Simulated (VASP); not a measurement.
Crystal: CsC.

```
Cs C
1.0
     3.84182    0.00000    0.00000
    -1.92091    3.32711    0.00000
     0.00000    0.00000    3.74711
Cs C
1 1
Direct
  0.00000 0.00000 0.00000
  0.66667 0.33333 0.50000
```

| Property | Result |
| --- | --- |
| Program | VASP 6.6.1 |
| Task | relaxation of cell and atoms |
| Functional | PBE |
| Potentials or basis | VASP PAW PBE potentials, release 64 (Cs_sv, C) |
| Cutoff | 600 eV |
| k mesh | 6 × 6 × 4 |
| Occupations | gaussian, width 0.1 eV |
| Spin | collinear spin |
| Starting moments | [0.24, 2.38] μB |

At the start: pressure 14.2 GPa; volume 23.95 Å³/atom.

Task: Where does the relaxation end?

Result: Over 8 steps the energy falls by 436.1 meV/atom and the volume is 38.57 Å³/atom (+61.1 %); space group P-6m2 (No. 187, to 0.1 Å) before and after; moment 3.00 μB per cell.

Step by step:
| step | energy change (eV) | largest force (eV/Å) | pressure (GPa) | volume (Å³) |
| --- | --- | --- | --- | --- |
| 1 | 0.0000 | 0.0000 | 14.15 | 47.90 |
| 2 | -0.7542 | 0.0000 | 2.97 | 64.11 |
| 3 | -0.8369 | 0.0000 | 0.96 | 71.23 |
| 4 | -0.8040 | 0.0000 | -1.22 | 87.03 |
| 5 | -0.8504 | 0.0000 | -0.08 | 76.94 |
| 6 | -0.8507 | 0.0000 | 0.02 | 76.25 |
| 7 | -0.8623 | 0.0000 | 0.02 | 76.59 |
| 8 | -0.8722 | 0.0000 | 0.01 | 77.14 |

Final structure:
```
Cs C
1.0
     4.58981    0.00000    0.00000
    -2.29491    3.97489    0.00000
     0.00000    0.00000    4.22825
Cs C
1 1
Direct
  0.00000 0.00000 0.00000
  0.66667 0.33333 0.50000
```

Caveat: the volume moved by over 15 % at a fixed basis, so the end points are rough.
